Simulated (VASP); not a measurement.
# Mg3Sb2 (P-3m1) in VASP: notebook, part 2 of 2

VASP 6.6.1.

### Step 3. Single point, PBE (biaxial strain in the a-b plane: -6.0 %)

Input file INCAR:

```
PREC = Accurate ; ENCUT = 600
EDIFF = 1E-6 ; ISMEAR = 0
SIGMA = 0.01 ; LREAL = F
LASPH = T ; NELM = 120
ALGO = Normal ; ISIF = 2
LWAVE = F ; LCHARG = F
GGA = PE ; NBANDS = 16
GGA_COMPAT = F
```

Input file KPOINTS:

```
regular mesh
0
Gamma
  12 12 6
```

Input file POSCAR:

```
Mg3Sb2
1.0
    4.3182350342      0.0000000000      0.0000000000
   -2.1591175171      3.7397012391      0.0000000000
    0.0000000000      0.0000000000      7.5361493316
Mg Sb
3 2
Direct
    0.3333333333      0.6666666667      0.6259568603
    0.6666666667      0.3333333333      0.3740431397
    0.0000000000      0.0000000000      0.0000000000
    0.3333333333      0.6666666667      0.2240702349
    0.6666666667      0.3333333333      0.7759297651
```

Potentials or basis: VASP PAW PBE potentials, release 64 (Mg, Sb).

Run with:

```console
$ cat potpaw_PBE.64/Mg/POTCAR potpaw_PBE.64/Sb/POTCAR > POTCAR
$ mpirun -np 1 vasp_std > vasp.out
```

OUTCAR:

```text
PREC = Accurate
   ENCUT = 600
   EDIFF = 1E-6
   ISMEAR = 0
   LREAL = F
   LASPH = T
   NELM = 120
   ISIF = 2
   GGA = PE

 ion  position               nearest neighbor table
   1  0.333  0.667  0.626-   5 2.74   5 2.74   5 2.74   4 3.03   2 3.13   2 3.13   2 3.13
   2  0.667  0.333  0.374-   4 2.74   4 2.74   4 2.74   5 3.03   1 3.13   1 3.13   1 3.13
   3  0.000  0.000  0.000-   4 3.01   5 3.01   4 3.01   5 3.01   5 3.01   4 3.01
   4  0.333  0.667  0.224-   2 2.74   2 2.74   2 2.74   3 3.01   3 3.01   3 3.01   1 3.03
   5  0.667  0.333  0.776-   1 2.74   1 2.74   1 2.74   3 3.01   3 3.01   3 3.01   2 3.03

  LATTYP: Found a hexagonal cell.
 ALAT       =     4.3182350342
 C/A-ratio  =     1.7451920222

  Lattice vectors:

 A1 = (   4.3182350342,   0.0000000000,   0.0000000000)
 A2 = (  -2.1591175171,   3.7397012391,   0.0000000000)
 A3 = (   0.0000000000,   0.0000000000,   7.5361493316)

Analysis of symmetry for initial positions (statically):
=====================================================================
 Subroutine PRICEL returns:
 Original cell was already a primitive cell.

 Routine SETGRP: Setting up the symmetry group for a
 hexagonal supercell.

 Subroutine GETGRP returns: Found 12 space group operations
 (whereof 12 operations were pure point group operations)
 out of a pool of 24 trial point group operations.

The static configuration has the point symmetry D_3d.

Analysis of symmetry for dynamics (positions and initial velocities):
=====================================================================
 Subroutine PRICEL returns:
 Original cell was already a primitive cell.

 Routine SETGRP: Setting up the symmetry group for a
 hexagonal supercell.

 Subroutine GETGRP returns: Found 12 space group operations
 (whereof 12 operations were pure point group operations)
 out of a pool of 24 trial point group operations.

The dynamic configuration has the point symmetry D_3d.

 Subroutine INISYM returns: Found 12 space group operations
 (whereof 12 operations are pure point group operations),
 and found     1 'primitive' translations

----------------------------------------------------------------------------------------

                                     Primitive cell

  volume of cell :     121.7006

  direct lattice vectors                    reciprocal lattice vectors
     4.318235034  0.000000000  0.000000000     0.231576093  0.133700520  0.000000000
    -2.159117517  3.739701239  0.000000000     0.000000000  0.267401040  0.000000000
     0.000000000  0.000000000  7.536149332     0.000000000  0.000000000  0.132693761

  length of vectors
     4.318235034  4.318235034  7.536149332     0.267401040  0.267401040  0.132693761

  position of ions in fractional coordinates (direct lattice)
     0.333333333  0.666666667  0.625956860
     0.666666667  0.333333333  0.374043140
     0.000000000  0.000000000  0.000000000
     0.333333333  0.666666667  0.224070235
     0.666666667  0.333333333  0.775929765

  ion indices of the primitive-cell ions
   primitive index   ion index
                 1           1
                 2           2
[... 31 lines left out ...]
            Coordinates               Weight
  0.000000  0.000000  0.000000      1.000000
  0.083333  0.000000  0.000000      6.000000
  0.166667 -0.000000  0.000000      6.000000
  0.250000 -0.000000  0.000000      6.000000
  0.333333 -0.000000  0.000000      6.000000
  0.416667  0.000000  0.000000      6.000000
[... 16 lines left out ...]
  0.166667 -0.000000  0.166667      6.000000
  0.000000  0.166667  0.166667      6.000000
 [... further k-points ...]
   k-points           NKPTS =    100   k-points in BZ     NKDIM =    100   number of bands    NBANDS=     16
   number of dos      NEDOS =    301   number of ions     NIONS =      5
   total plane-waves  NPLWV =  77760
   dimension x,y,z NGX =    36 NGY =   36 NGZ =   60
   dimension x,y,z NGXF=    72 NGYF=   72 NGZF=  120
   ions per type =               3   2
   NGX,Y,Z   is equivalent  to a cutoff of  13.86, 13.86, 13.24 a.u.
   NGXF,Y,Z  is equivalent  to a cutoff of  27.72, 27.72, 26.47 a.u.
 SYSTEM =  unknown system
   PREC   = accura    normal or accurate (medium, high low for compatibility)
   ISTART =      0    job   : 0-new  1-cont  2-samecut
   ICHARG =      2    charge: 1-file 2-atom 10-const
   ISPIN  =      1    spin polarized calculation?
   LNONCOLLINEAR =      F non collinear calculations
   LSORBIT =      F    spin-orbit coupling
   LASPH  =      T    aspherical Exc in radial PAW
   ENCUT  =  600.0 eV  44.10 Ry    6.64 a.u.   8.62  8.62 15.05*2*pi/ulx,y,z
   NELM   =    120;   NELMIN=  2; NELMDL= -5     # of ELM steps
   EDIFF  = 0.1E-05   stopping-criterion for ELM
   LREAL  =      F    real-space projection
   EDIFFG = 0.1E-04   stopping-criterion for IOM
   NSW    =      0    number of steps for IOM
   IBRION =     -1    ionic relax: 0-MD 1-quasi-New 2-CG
   NFREE  =      0    steps in history (QN), initial steepest desc. (CG)
   ISIF   =      2    stress and relaxation
   ISYM   =      2    0-nonsym 1-usesym 2-fastsym
   POTIM  = 0.5000    time-step for ionic-motion
   TEBEG  =    0.0;   TEEND  =   0.0 temperature during run
   PSTRESS=    0.0 pullay stress
   NELECT =      16.0000    total number of electrons
   NUPDOWN=      -1.0000    fix difference up-down
   EMIN   =  10.00;   EMAX   =-10.00  energy-range for DOS
   EFERMI =   0.00;   METHOD = LEGACY
   ISMEAR =     0;   SIGMA  =   0.01  broadening in eV -4-tet -1-fermi 0-gaus
   EFERMI_NEDOS =   21; number of points for ismear=-14 and -15
   IALGO  =     38    algorithm
   IMIX   =      4    mixing-type and parameters
     AMIX     =   0.40;   BMIX     =  1.00
     AMIX_MAG =   1.60;   BMIX_MAG =  1.00
  volume/ion in A,a.u.               =      24.34       164.26
  Fermi-wavevector in a.u.,A,eV,Ry     =   0.832436  1.573075  9.428142  0.692949
  Thomas-Fermi vector in A             =   1.945491
   LORBIT       =      0    0 simple, 1 ext, 2 COOP (PROOUT), +10 PAW based schemes
   GGA     = PE    functional components
   LHFCALC =     F    Hartree Fock is set to
   AEXX    =    0.0000 exact exchange contribution
   IVDW    =     0    specifies the selected vdW correction
   LEPSILON=     F    determine dielectric tensor
   LRPA    =     F    only Hartree local field effects (RPA)
 non-spin polarized calculation
 Gauss-broadening in eV      SIGMA  =   0.01
  energy-cutoff  :      600.00
  volume of cell :      121.70
 maximum number of plane-waves:      4092
 NGX is ok and might be reduce to    36
   NGX = 17   NGY = 17   NGZ = 31

 number of electron      16.0000000 magnetization

 Free energy of the ion-electron system (eV)
  ---------------------------------------------------
  ext. energy  EPLUGINS =         0.00000000
  ---------------------------------------------------
  free energy    TOTEN  =       -14.30020798 eV

  energy without entropy =      -14.30020796  energy(sigma->0) =      -14.30020797

 E-fermi :   5.0201     XC(G=0):  -9.0735

 val. band max:        4.9926114649   @ k =   0.0000   0.0000   0.0000
 cond. band min:       5.0476560928   @ k =   0.3333   0.3333   0.0000
 fundamental gap:      0.0550446279
 Fermi energy:         5.0201335360

 k-point     1 :       0.0000    0.0000    0.0000
  band No.  band energies     occupation
      1      -5.5908      2.00000
      2      -4.4250      2.00000
      3      -0.4158      2.00000
      4       4.3868      2.00000
      5       4.3868      2.00000
      6       4.5232      2.00000
[... 433 lines left out ...]
      3       0.0774      2.00000
      4       2.8215      2.00000
      5       3.2676      2.00000
      6       3.9273      2.00000
[... 8 lines left out ...]
     15       9.4563      0.00000
     16      10.3174      0.00000

 [... further k-points ...]

------------------------ aborting loop because EDIFF is reached ----------------------------------------

  FORCE on cell =-STRESS in cart. coord.  units (eV):
  Direction    XX          YY          ZZ          XY          YZ          ZX
  --------------------------------------------------------------------------------------
  -------------------------------------------------------------------------------------
  Total        5.8757803      5.8757803     -0.0854262     -0.0000000      0.0000000      0.0000000
  in kB       77.3541197     77.3541197     -1.1246278     -0.0000000      0.0000000      0.0000000
  external PRESSURE =      51.1945372 kB  Pullay stress =       0.0000000 kB

 VOLUME and BASIS-vectors are now :
 -----------------------------------------------------------------------------
  energy-cutoff  :      600.00
  volume of cell :      121.70
      direct lattice vectors                 reciprocal lattice vectors
     4.318235034  0.000000000  0.000000000     0.231576093  0.133700520  0.000000000
    -2.159117517  3.739701239  0.000000000     0.000000000  0.267401040  0.000000000
     0.000000000  0.000000000  7.536149332     0.000000000  0.000000000  0.132693761

 POSITION                                       TOTAL-FORCE (eV/Angst)
 -----------------------------------------------------------------------------------
     -0.00000      2.49313      4.71730        -0.000000     -0.000000     -0.125647
      2.15912      1.24657      2.81884        -0.000000      0.000000      0.125647
      0.00000      0.00000      0.00000        -0.000000      0.000000      0.000000
     -0.00000      2.49313      1.68863        -0.000000      0.000000     -0.079019
      2.15912      1.24657      5.84752         0.000000     -0.000000      0.079019
 -----------------------------------------------------------------------------------
    total drift:                               -0.000000      0.000000      0.000000

  FREE ENERGIE OF THE ION-ELECTRON SYSTEM (eV)
  ---------------------------------------------------
  free  energy   TOTEN  =       -14.3002079772 eV

  energy  without entropy=      -14.3002079638  energy(sigma->0) =      -14.30020797
```

Run time: 5 min. Hardware: 1 thread of Oxide Virtual Turin-like, shared host; peak memory 0.39 GiB.

What came out:

```yaml
Free_energy: -14.3002 eV
Pressure: 5.1 GPa
Largest_force: 0.126 eV/Å
Band_gap_on_the_k_mesh: 0.06 eV (least direct gap 1.26 eV)
```

Forces on the atoms (eV/Å):
```
Mg   0.000  0.000 -0.126
Mg   0.000  0.000  0.126
Mg   0.000  0.000  0.000
Sb   0.000  0.000 -0.079
Sb   0.000  0.000  0.079
```

Stress tensor (GPa, compression positive):
```
 7.74  0.00  0.00
 0.00  7.74  0.00
 0.00  0.00 -0.11
```

Caveat: the cell differs from its parent crystal (biaxial strain in the a-b plane: -6.0 %); the stress differs along the axes, from -0 to 8 GPa; semilocal functionals underestimate gaps, and a narrow one can read as zero; spin-orbit coupling is left out, which moves the levels of the heavy elements. A k mesh can miss the band edges.

### Step 4. Single point, PBE

Input file INCAR:

```
PREC = Accurate
ENCUT = 600
EDIFF = 1E-6
ISMEAR = 0
SIGMA = 0.01
LREAL = False
LASPH = True
NELM = 120
ALGO = Normal
ISIF = 2
LWAVE = False
LCHARG = False
GGA = PE
NBANDS = 16
GGA_COMPAT = False
```

Input file KPOINTS:

```
Automatic mesh
0
Gamma
  12 12 6
```

Input file POSCAR:

```
Mg3Sb2
1.0
    4.3182350342      0.0000000000      0.0000000000
   -2.1591175171      3.7397012391      0.0000000000
    0.0000000000      0.0000000000      7.5190801072
Mg Sb
3 2
Direct
    0.3333333333      0.6666666667      0.6229829789
    0.6666666667      0.3333333333      0.3770170211
    0.0000000000      0.0000000000      0.0000000000
    0.3333333333      0.6666666667      0.2231379440
    0.6666666667      0.3333333333      0.7768620560
```

Run with:

```console
$ cat potpaw_PBE.64/Mg/POTCAR potpaw_PBE.64/Sb/POTCAR > POTCAR
$ mpirun -np 1 vasp_std > vasp.out
```

Run time: 4.1 min. Hardware: 1 thread of Oxide Virtual Turin-like, shared host; peak memory 0.39 GiB.

Results (log left out):

| Property | Result |
| --- | --- |
| Free energy | -14.3041 eV |
| Pressure | 5.1 GPa |
| Largest force | 0.025 eV/Å |
| Band gap on the k mesh | 0.01 eV (least direct gap 1.26 eV) |

Forces in eV/Å, atoms in the order of the input:
```
Mg   0.000  0.000 -0.016
Mg   0.000  0.000  0.016
Mg   0.000  0.000  0.000
Sb   0.000  0.000 -0.025
Sb   0.000  0.000  0.025
```

Stress tensor (GPa, compression positive):
```
7.61 0.00 0.00
0.00 7.61 0.00
0.00 0.00 0.08
```

Levels at points of the mesh, in eV from the valence-band top:
| k point | band 5 | band 6 | band 7 | band 8 | band 9 | band 10 | band 11 | band 12 |
| --- | --- | --- | --- | --- | --- | --- | --- | --- |
| (0.00, 0.00, 0.00) | -0.62 | -0.48 | 0.00 | 0.00 | 1.26 | 2.22 | 3.54 | 3.69 |
| (0.50, 0.00, 0.00) | -3.51 | -2.44 | -2.01 | -0.76 | 0.85 | 1.91 | 2.23 | 2.93 |
| (0.00, 0.00, 0.50) | -0.33 | -0.33 | -0.32 | -0.32 | 2.62 | 2.75 | 3.36 | 3.36 |
| (0.50, 0.00, 0.50) | -1.95 | -1.87 | -1.62 | -1.40 | 0.53 | 0.80 | 1.97 | 2.05 |

Caveat: the stress differs along the axes, from 0 to 8 GPa; semilocal functionals underestimate gaps, and a narrow one can read as zero; spin-orbit coupling is left out, which moves the levels of the heavy elements. A k mesh can miss the band edges.
